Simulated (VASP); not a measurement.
# CuO (zincblende type) (F-43m) in VASP: notebook

Runs on CuO (zincblende type). Level: PBE. Tasks: electric field gradients.

All numbers are computed with VASP 6.6.1; they aren't measurements. Logs are shortened: lines on timing, memory, paths and dates and some standing lists are left out, and cuts for length are marked.

**1. The cell of the first run**

Symmetry: F-43m, No. 216, cubic system. Conventional cell: a = 4.432 Å, b = 4.432 Å, c = 4.432 Å, α = 90.00°, β = 90.00°, γ = 90.00°. Cu (site symmetry -43m) has 4 O at 1.92 Å within 2.5 Å. Within 2.5 Å of O (site symmetry -43m) lie 4 Cu at 1.92 Å.

**2. Electric field gradients, PBE**

The input, INCAR:

```
SYSTEM = CuO
PREC = Accurate
ENCUT = 520
EDIFF = 1E-8
ISMEAR = -4
SIGMA = 0.1
LREAL = .FALSE.
LASPH = .TRUE.
NELM = 100
ALGO = Normal
ISIF = 2
LWAVE = .FALSE.
LCHARG = .FALSE.
GGA = PE
LEFG = .TRUE.
NBANDS = 16
```

The input, KPOINTS:

```
regular mesh
0
G
  16 16 16
  0 0 0
```

The input, POSCAR:

```
CuO
1.0
    0.0000000000      2.2160223487      2.2160223487
    2.2160223487      0.0000000000      2.2160223487
    2.2160223487      2.2160223487      0.0000000000
Cu O
1 1
Direct
    0.0000000000      0.0000000000      0.0000000000
    0.2500000000      0.2500000000      0.2500000000
```

Potentials or basis: VASP PAW PBE potentials, release 64 (Cu, O).

On the command line:

```console
> cat potpaw_PBE.64/Cu/POTCAR potpaw_PBE.64/O/POTCAR > POTCAR
> mpirun -np 1 vasp_std > vasp.out
```

OUTCAR:

```text
SYSTEM = CuO
   PREC = Accurate
   ENCUT = 520
   EDIFF = 1E-8
   ISMEAR = -4
   LREAL = .FALSE.
   LASPH = .TRUE.
   NELM = 100
   ISIF = 2
   GGA = PE

 ion  position               nearest neighbor table
   1  0.000  0.000  0.000-   2 1.92   2 1.92   2 1.92   2 1.92
   2  0.250  0.250  0.250-   1 1.92   1 1.92   1 1.92   1 1.92

  LATTYP: Found a face centered cubic cell.
 ALAT       =     4.4320446974

  Lattice vectors:

 A1 = (   0.0000000000,   2.2160223487,   2.2160223487)
 A2 = (   2.2160223487,   0.0000000000,   2.2160223487)
 A3 = (   2.2160223487,   2.2160223487,   0.0000000000)

Analysis of symmetry for initial positions (statically):
=====================================================================
 Subroutine PRICEL returns:
 Original cell was already a primitive cell.

 Routine SETGRP: Setting up the symmetry group for a
 face centered cubic supercell.

 Subroutine GETGRP returns: Found 24 space group operations
 (whereof 24 operations were pure point group operations)
 out of a pool of 48 trial point group operations.

The static configuration has the point symmetry T_d .

Analysis of symmetry for dynamics (positions and initial velocities):
=====================================================================
 Subroutine PRICEL returns:
 Original cell was already a primitive cell.

 Routine SETGRP: Setting up the symmetry group for a
 face centered cubic supercell.

 Subroutine GETGRP returns: Found 24 space group operations
 (whereof 24 operations were pure point group operations)
 out of a pool of 48 trial point group operations.

The dynamic configuration has the point symmetry T_d .

 Subroutine INISYM returns: Found 24 space group operations
 (whereof 24 operations are pure point group operations),
 and found     1 'primitive' translations

----------------------------------------------------------------------------------------

                                     Primitive cell

  volume of cell :      21.7647

  direct lattice vectors                    reciprocal lattice vectors
     0.000000000  2.216022349  2.216022349    -0.225629493  0.225629493  0.225629493
     2.216022349  0.000000000  2.216022349     0.225629493 -0.225629493  0.225629493
     2.216022349  2.216022349  0.000000000     0.225629493  0.225629493 -0.225629493

  length of vectors
     3.133928860  3.133928860  3.133928860     0.390801746  0.390801746  0.390801746

  position of ions in fractional coordinates (direct lattice)
     0.000000000  0.000000000  0.000000000
     0.250000000  0.250000000  0.250000000

  ion indices of the primitive-cell ions
   primitive index   ion index
                 1           1
                 2           2

----------------------------------------------------------------------------------------

 KPOINTS: regular mesh

Automatic generation of k-mesh.
 Grid dimensions read from file:
 generate k-points for:   16   16   16

 Generating k-lattice:

  Cartesian coordinates                     Fractional coordinates (reciprocal lattice)
    -0.014101843  0.014101843  0.014101843     0.062500000  0.000000000  0.000000000
     0.014101843 -0.014101843  0.014101843     0.000000000  0.062500000  0.000000000
     0.014101843  0.014101843 -0.014101843     0.000000000  0.000000000  0.062500000

  Length of vectors
     0.024425109  0.024425109  0.024425109

  Shift w.r.t. Gamma in fractional coordinates (k-lattice)
     0.000000000  0.000000000  0.000000000

 TETIRR: Found    570 inequivalent tetrahedra from    24576

 Subroutine IBZKPT returns following result:
 ===========================================

 Found    145 irreducible k-points:

 Following reciprocal coordinates:
            Coordinates               Weight
  0.000000  0.000000  0.000000      1.000000
  0.062500  0.000000  0.000000      8.000000
  0.125000  0.000000  0.000000      8.000000
  0.187500  0.000000  0.000000      8.000000
  0.250000  0.000000  0.000000      8.000000
  0.312500  0.000000  0.000000      8.000000
[... 16 lines left out ...]
 -0.125000  0.062500  0.000000     24.000000
 -0.062500  0.062500  0.000000     12.000000
 [... further k-points ...]
   k-points           NKPTS =    145   k-points in BZ     NKDIM =    145   number of bands    NBANDS=     16
   number of dos      NEDOS =    301   number of ions     NIONS =      2
   total plane-waves  NPLWV =  13824
   dimension x,y,z NGX =    24 NGY =   24 NGZ =   24
   dimension x,y,z NGXF=    48 NGYF=   48 NGZF=   48
   ions per type =               1   1
   NGX,Y,Z   is equivalent  to a cutoff of  12.73, 12.73, 12.73 a.u.
   NGXF,Y,Z  is equivalent  to a cutoff of  25.46, 25.46, 25.46 a.u.
 SYSTEM =  CuO
   PREC   = accura    normal or accurate (medium, high low for compatibility)
   ISTART =      0    job   : 0-new  1-cont  2-samecut
   ICHARG =      2    charge: 1-file 2-atom 10-const
   ISPIN  =      1    spin polarized calculation?
   LNONCOLLINEAR =      F non collinear calculations
   LSORBIT =      F    spin-orbit coupling
   LASPH  =      T    aspherical Exc in radial PAW
   ENCUT  =  520.0 eV  38.22 Ry    6.18 a.u.   5.83  5.83  5.83*2*pi/ulx,y,z
   NELM   =    100;   NELMIN=  2; NELMDL= -5     # of ELM steps
   EDIFF  = 0.1E-07   stopping-criterion for ELM
   LREAL  =      F    real-space projection
   EDIFFG = 0.1E-06   stopping-criterion for IOM
   NSW    =      0    number of steps for IOM
   IBRION =     -1    ionic relax: 0-MD 1-quasi-New 2-CG
   NFREE  =      0    steps in history (QN), initial steepest desc. (CG)
   ISIF   =      2    stress and relaxation
   ISYM   =      2    0-nonsym 1-usesym 2-fastsym
   POTIM  = 0.5000    time-step for ionic-motion
   TEBEG  =    0.0;   TEEND  =   0.0 temperature during run
   PSTRESS=    0.0 pullay stress
   NELECT =      17.0000    total number of electrons
   NUPDOWN=      -1.0000    fix difference up-down
   EMIN   =  10.00;   EMAX   =-10.00  energy-range for DOS
   EFERMI =   0.00;   METHOD = LEGACY
   ISMEAR =    -4;   SIGMA  =   0.10  broadening in eV -4-tet -1-fermi 0-gaus
   EFERMI_NEDOS =   21; number of points for ismear=-14 and -15
   IALGO  =     38    algorithm
   IMIX   =      4    mixing-type and parameters
     AMIX     =   0.40;   BMIX     =  1.00
     AMIX_MAG =   1.60;   BMIX_MAG =  1.00
  volume/ion in A,a.u.               =      10.88        73.44
  Fermi-wavevector in a.u.,A,eV,Ry     =   1.507672  2.849088 30.927080  2.273076
  Thomas-Fermi vector in A             =   2.618228
   LORBIT       =      0    0 simple, 1 ext, 2 COOP (PROOUT), +10 PAW based schemes
   GGA     = PE    functional components
   LHFCALC =     F    Hartree Fock is set to
   AEXX    =    0.0000 exact exchange contribution
   IVDW    =     0    specifies the selected vdW correction
   LEPSILON=     F    determine dielectric tensor
   LRPA    =     F    only Hartree local field effects (RPA)
 non-spin polarized calculation
 Fermi weights with tetrahedron method witout Bloechl corrections
  energy-cutoff  :      520.00
  volume of cell :       21.76
 maximum number of plane-waves:       604
   NGX = 11   NGY = 11   NGZ = 11

 number of electron      16.9999987 magnetization

 Free energy of the ion-electron system (eV)
  ---------------------------------------------------
  ext. energy  EPLUGINS =         0.00000000
  ---------------------------------------------------
  free energy    TOTEN  =        -9.49776283 eV

  energy without entropy =       -9.49776283  energy(sigma->0) =       -9.49776283

 E-fermi :   4.7242     XC(G=0): -11.3761

 val. band max:        4.7655813771   @ k =   0.1875   0.1250   0.0000
 cond. band min:       4.7322704199   @ k =  -0.1875   0.1250   0.0000
 fundamental gap:     -0.0333109571
 Fermi energy:         4.7241847941

 k-point     1 :       0.0000    0.0000    0.0000
  band No.  band energies     occupation
      1     -14.6310      2.00000
      2      -0.5605      2.00000
      3      -0.5605      2.00000
      4      -0.5605      2.00000
      5       2.5371      2.00000
      6       2.5371      2.00000
[... 8 lines left out ...]
     15      26.3030      0.00000
     16      26.3030      0.00000
[... 419 lines left out ...]
 k-point    24 :      -0.0625    0.0625    0.0000
  band No.  band energies     occupation
      1     -14.5612      2.00000
      2      -0.7324      2.00000
      3      -0.5258      2.00000
      4      -0.5258      2.00000
      5       2.5082      2.00000
      6       2.5409      2.00000
[... 8 lines left out ...]
     15      24.8904      0.00000
     16      26.7456      0.00000

 [... further k-points ...]

------------------------ aborting loop because EDIFF is reached ----------------------------------------

  FORCE on cell =-STRESS in cart. coord.  units (eV):
  Direction    XX          YY          ZZ          XY          YZ          ZX
  --------------------------------------------------------------------------------------
  -------------------------------------------------------------------------------------
  Total        1.4407281      1.4407281      1.4407281     -0.0000000      0.0000000     -0.0000000
  in kB      106.0572124    106.0572124    106.0572124     -0.0000000      0.0000000     -0.0000000
  external PRESSURE =     106.0572124 kB  Pullay stress =       0.0000000 kB

 VOLUME and BASIS-vectors are now :
 -----------------------------------------------------------------------------
  energy-cutoff  :      520.00
  volume of cell :       21.76
      direct lattice vectors                 reciprocal lattice vectors
     0.000000000  2.216022349  2.216022349    -0.225629493  0.225629493  0.225629493
     2.216022349  0.000000000  2.216022349     0.225629493 -0.225629493  0.225629493
     2.216022349  2.216022349  0.000000000     0.225629493  0.225629493 -0.225629493

 POSITION                                       TOTAL-FORCE (eV/Angst)
 -----------------------------------------------------------------------------------
      0.00000      0.00000      0.00000        -0.000000      0.000000     -0.000000
      1.10801      1.10801      1.10801         0.000000     -0.000000      0.000000
 -----------------------------------------------------------------------------------
    total drift:                                0.000001      0.000001      0.000001

  FREE ENERGIE OF THE ION-ELECTRON SYSTEM (eV)
  ---------------------------------------------------
  free  energy   TOTEN  =        -9.4977628286 eV

  energy  without entropy=       -9.4977628286  energy(sigma->0) =       -9.49776283

 Electric field gradients (V/A^2)
---------------------------------------------------------------------
 ion       V_xx      V_yy      V_zz      V_xy      V_xz      V_yz
---------------------------------------------------------------------
   1      -0.000    -0.000    -0.000     0.003     0.003     0.003
   2      -0.000    -0.000    -0.000    -0.000    -0.000    -0.000
---------------------------------------------------------------------

 Electric field gradients after diagonalization (V/A^2)
 (convention: |V_zz| > |V_xx| > |V_yy|)
----------------------------------------------------------------------
 ion       V_xx      V_yy      V_zz     asymmetry (V_yy - V_xx)/ V_zz
----------------------------------------------------------------------
   1      -0.003    -0.003     0.005       0.000
   2       0.000     0.000    -0.001       0.000
----------------------------------------------------------------------

           NMR quadrupolar parameters

 Cq : quadrupolar parameter    Cq=e*Q*V_zz/h
 eta: asymmetry parameters     (V_yy - V_xx)/ V_zz
 Q  : nuclear electric quadrupole moment in mb (millibarn)
----------------------------------------------------------------------
 ion       Cq(MHz)       eta       Q (mb)
----------------------------------------------------------------------
   1       0.000       0.000       1.000
   2      -0.000       0.000       1.000
----------------------------------------------------------------------
```

Wall time 52 s (1 thread of Intel Xeon 6455B, shared host); peak memory 0.18 GiB.

What came out:

```
Free energy                             : -9.4978 eV
Pressure                                : 10.6 GPa
Band gap on the k mesh                  : zero (an odd number of electrons rules out a gap without spin polarisation)
Largest electric field gradient by atom : zero within the noise of the run
```

Caveat: the cell stands under pressure; an odd number of electrons without spin polarisation forces a metal; a magnetic or distorted state may lie lower; semilocal functionals often make such compounds metallic where correlation or magnetic order opens a gap, which also shifts bond lengths. With open d or f shells a metallic result of PBE can be an artefact of self-interaction; +U or a hybrid may open a gap.

[end of part 1 of 3]
